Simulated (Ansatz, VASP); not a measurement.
One calculation of BAs, two programs

File INCAR:

```
SYSTEM = BAs
  ALGO = Normal
  EDIFF = 1E-6
  ENCUT = 500
  GGA = RP
  GGA_COMPAT = .False.
  ISIF = 2
  ISMEAR = 0
  LASPH = .True.
  LCHARG = .False.
  LREAL = .False.
  LWAVE = .False.
  NBANDS = 11
  NELM = 120
  PREC = Accurate
  SIGMA = 0.05
```

Contents of KPOINTS:

```
k-points
0
Gamma
  8 8 8
  0 0 0
```

POSCAR

```
BAs
1.0
    0.0000000000      2.4169885354      2.4169885354
    2.4169885354      0.0000000000      2.4169885354
    2.4169885354      2.4169885354      0.0000000000
B As
1 1
Direct
    0.0000000000      0.0000000000      0.0000000000
    0.7500000000      0.7500000000      0.7500000000
```

Input for Ansatz:

```yaml
crystal:
  lattice:
    - [0.0, 2.4169885354, 2.4169885354]
    - [2.4169885354, 0.0, 2.4169885354]
    - [2.4169885354, 2.4169885354, 0.0]
  atoms:
    - { symbol: B, position: [0.0, 0.0, 0.0] }
    - { symbol: As, position: [0.75, 0.75, 0.75] }
basis:
  ecutwfc: 420
  ecutrho_ratio: 4
kpoints:
  mp_grid: { grid: [8, 8, 8] }
hamiltonian:
  xc: rpbe
scf:
  occupations: { method: gaussian, width: 0.05 }
output:
  forces: true
  stress: true
  eigenvalues: true
```

Alike in both runs: task single point; functional RPBE; k mesh 8 × 8 × 8; occupations gaussian, width 0.05 eV; no spin polarisation.

|  | VASP | Ansatz |
| --- | --- | --- |
| version | VASP 6.6.1 | Ansatz 0.2.0 |
| potentials or method | VASP PAW PBE potentials, release 64 (B, As), cutoff 500 eV | scalar-relativistic, plane waves, PAW |
| valence electrons in the cell | 8 | 18 |

|  | VASP | Ansatz | Ansatz less VASP |
| --- | --- | --- | --- |
| gap on the k mesh at the Fermi level (eV) | 1.26 | 1.27 | +0.009 |
| least direct gap on the mesh (eV) | 3.23 | 3.24 | +0.007 |
| pressure (GPa) | 1.0 | 0.6 | -0.48 |

VASP's potentials were made for PBE, not for RPBE. VASP's potentials hold 8 valence electrons a cell and Ansatz's 18, so a difference there can come from the potentials and not from the codes.
